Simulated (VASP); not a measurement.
Here is a VASP 6.6.1 calculation.

INCAR

```
PREC = Accurate
ENCUT = 520
EDIFF = 1E-7
ISMEAR = 0
SIGMA = 0.02
LREAL = False
LASPH = True
NELM = 100
ALGO = Normal
ISIF = 2
LWAVE = False
LCHARG = False
GGA = PE
NBANDS = 16
```

File KPOINTS:

```
regular mesh
0
Gamma
  12 12 6
```

File POSCAR:

```
SiC
1.0
    3.0300977849      0.0000000000      0.0000000000
   -1.5150488924      2.6241416576      0.0000000000
    0.0000000000      0.0000000000      5.1351838001
Si C
2 2
Direct
    0.3333333333      0.6666666667      0.4995817073
    0.6666666667      0.3333333333      0.9995817073
    0.3333333333      0.6666666667      0.8754182927
    0.6666666667      0.3333333333      0.3754182927
```

Potentials or basis: VASP PAW PBE potentials, release 64 (Si, C).

Launch:

```console
$ cat potpaw_PBE.64/Si/POTCAR potpaw_PBE.64/C/POTCAR > POTCAR
$ mpirun -np 1 vasp_std > vasp.out
```

(1) Predict the pressure.

(2) Estimate the largest force.

Results:

(1) 6.8 GPa.

(2) 0.298 eV/Å.

Caveat: the cell differs from its parent crystal (biaxial strain in the a-b plane: -2.0 %).
